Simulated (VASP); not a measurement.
Runs of VASP 6.6.1 on Cd. The structure is that of space group Fm-3m (No. 225), or close to it. The cells are those of the table. 

```csv
cell,gap on the mesh (eV),pressure (GPa)
"a = 3.161, b = 3.161, c = 3.184 Å, angles 59.8, 59.8, 60.5°, 1 atom",none,-3.1
"a = 3.208, b = 3.208, c = 3.184 Å, angles 60.2, 60.2, 59.5°, 1 atom",none,-4.1
"a = 3.184, b = 3.184, c = 3.231 Å, angles 59.5, 59.5, 61.0°, 1 atom",none,-4.1
"a = 3.184, b = 3.184, c = 3.137 Å, angles 60.5, 60.5, 59.0°, 1 atom",none,(a)
```

Alike in all rows: task single point; level PBEsol; potentials or basis VASP PAW PBE potentials, release 64 (Cd); no spin polarisation; k mesh 18 × 18 × 18; cutoff (eV) 520; smearing gaussian 0.15 eV.

Task: Fill in the values left out.

Result: (a) -3.0.

Caveats: the cell stands under tension; the PAW data sets were made with another functional, which shifts forces and pressure a little.

A k mesh can miss the band edges, and the runs leave out spin-orbit coupling on Cd.

A gap of «none» marks levels without a gap at the run's occupations.
